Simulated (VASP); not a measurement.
A run of VASP 6.6.1 is set up as follows.

INCAR

```
SYSTEM = Ge
ALGO     = Normal         ! electronic algorithm
EDIFF    = 1E-6           ! SCF threshold, eV
ENCUT    = 520            ! plane-wave cutoff, eV
GGA      = PE             ! functional
ISIF     = 2              ! what is computed and relaxed
ISMEAR   = -1             ! smearing method
LASPH    = .True.         ! aspherical terms in the spheres
LCHARG   = .False.        ! write CHGCAR
LREAL    = .False.        ! projectors in reciprocal space
LWAVE    = .False.        ! write WAVECAR
NBANDS   = 21             ! bands
NELM     = 100            ! most SCF steps
PREC     = Accurate       ! precision mode
SIGMA    = 0.05           ! smearing width, eV
```

The input KPOINTS:

```
k-points
0
Gamma
  16 16 9
  0 0 0
```

Contents of POSCAR:

```
Ge
1.0
    2.7932585015      0.0000000000      0.0000000000
   -1.3966292508      2.4190328217      0.0000000000
    0.0000000000      0.0000000000      4.5714539893
Ge
2
Direct
    0.3333333333      0.6666666667      0.2500000000
    0.6666666667      0.3333333333      0.7500000000
```

Potentials or basis: VASP PAW PBE potentials, release 64 (Ge_d).

The run is started by

```console
$ cat potpaw_PBE.64/Ge_d/POTCAR > POTCAR
$ mpirun -np 1 vasp_std > vasp.out
```

Question: Predict the band gap on the k mesh.

Answer: Zero (bands 14 and 15 overlap by 11.58 eV).

Question: Predict the pressure.

Answer: 23.8 GPa.

Caveat: the cell stands under pressure.
